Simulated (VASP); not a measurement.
Set up this calculation in VASP 6.6.1, as the native input.

```
Task                               : single point
Functional                         : PBE-based global hybrid
Potentials or basis                : VASP PAW PBE potentials, release 64 (Pb_d, S)
Cutoff                             : 520 eV
k mesh                             : 4 × 4 × 4
Occupations                        : gaussian, width 0.01 eV
Spin                               : no spin polarisation
Dipole correction                  : no
Grid for exact exchange (PRECFOCK) : Normal
Share of exact exchange            : 0.1
Further INCAR settings             : ALGO = Normal; EDIFF = 1e-07; NBANDS = 17
```

PbS (Galena):

```
Pb S
1.0
     0.00000    2.97057    2.97057
     2.97057    0.00000    2.97057
     2.97057    2.97057    0.00000
Pb S
1 1
Cartesian
  0.0000 0.0000 0.0000
  2.9706 2.9706 2.9706
```

The input as run:

POSCAR

```
PbS
1.0
    0.0000000000      2.9705683269      2.9705683269
    2.9705683269      0.0000000000      2.9705683269
    2.9705683269      2.9705683269      0.0000000000
Pb S
1 1
Direct
    0.0000000000      0.0000000000      0.0000000000
    0.5000000000      0.5000000000      0.5000000000
```

INCAR.step1

```
SYSTEM = PbS
PREC = Accurate
ENCUT = 520
EDIFF = 1E-5
ISMEAR = 0
SIGMA = 0.01
LREAL = .FALSE.
LASPH = .TRUE.
NELM = 80
ALGO = Normal
ISIF = 2
LWAVE = .TRUE.
LCHARG = .FALSE.
GGA = PE
NBANDS = 17
```

INCAR.step2

```
SYSTEM = PbS
PREC = Accurate
ENCUT = 520
EDIFF = 1E-7
ISMEAR = 0
SIGMA = 0.01
LREAL = .FALSE.
LASPH = .TRUE.
NELM = 80
ALGO = Normal
ISIF = 2
LWAVE = .FALSE.
LCHARG = .FALSE.
GGA = PE
LHFCALC = .TRUE.
AEXX = 0.1
PRECFOCK = Normal
ISTART = 1
NBANDS = 17
```

KPOINTS

```
Automatic mesh
0
G
  4 4 4
  0 0 0
```

Potentials or basis: VASP PAW PBE potentials, release 64 (Pb_d, S).

Launch:

```bash
$ cat potpaw_PBE.64/Pb_d/POTCAR potpaw_PBE.64/S/POTCAR > POTCAR
$ cp INCAR.step1 INCAR
$ mpirun -np 1 vasp_std > vasp.out
$ cp INCAR.step2 INCAR
$ mpirun -np 1 vasp_std > vasp.out
```

Results of the run:

```json
{
 "Pressure": "1.4 GPa",
 "Band gap on the k mesh": "0.82 eV, direct"
}
```

Caveat: the k points lie up to 0.46 Å⁻¹ apart; the PAW data sets were made with another functional, which shifts forces and pressure a little; spin-orbit coupling is left out, which moves the levels of the heavy elements.

Wall time 8.2 min on 1 thread of Intel(R) Xeon(R) Platinum 8259CL CPU @ 2.50GHz (Skylake/Cascade Lake) (shared host), peak memory 0.19 GiB.
